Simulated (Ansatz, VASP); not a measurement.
Ti in VASP and in Ansatz

```
Ti
1.0
     0.00000    2.14419    2.14419
     2.03000    0.11419    2.03000
     2.03000    2.03000    0.11419
Ti
1
Cartesian
  0.0000 0.0000 0.0000
```

Change from the starting cell: strain +0.1125 x Voigt [0, 0, 0, 1, 0, 0], atoms carried along.

Alike in both runs: task single point; functional PBEsol; k mesh 20 × 20 × 20; occupations gaussian, width 0.15 eV; no spin polarisation.

```csv
,VASP,Ansatz
version,VASP 6.6.1,Ansatz 0.2.0
potentials or method,"VASP PAW PBE potentials, release 64 (Ti_sv), cutoff 520 eV","scalar-relativistic, plane waves, PAW"
valence electrons in the cell,12,12
```

|  | VASP | Ansatz | Ansatz less VASP |
| --- | --- | --- | --- |
| gap on the k mesh at the Fermi level (eV) | none | none | - |
| pressure (GPa) | -0.1 | 0.2 | +0.29 |
| traceless stress, the component that is largest in VASP (GPa) | -6.09 | -6.13 | -0.048 |

VASP's potentials were made for PBE, not for PBEsol. A gap of «none» marks a metal or a gap that the smearing closes. With one functional, cell and mesh, what is left measures potentials, basis and numerics.
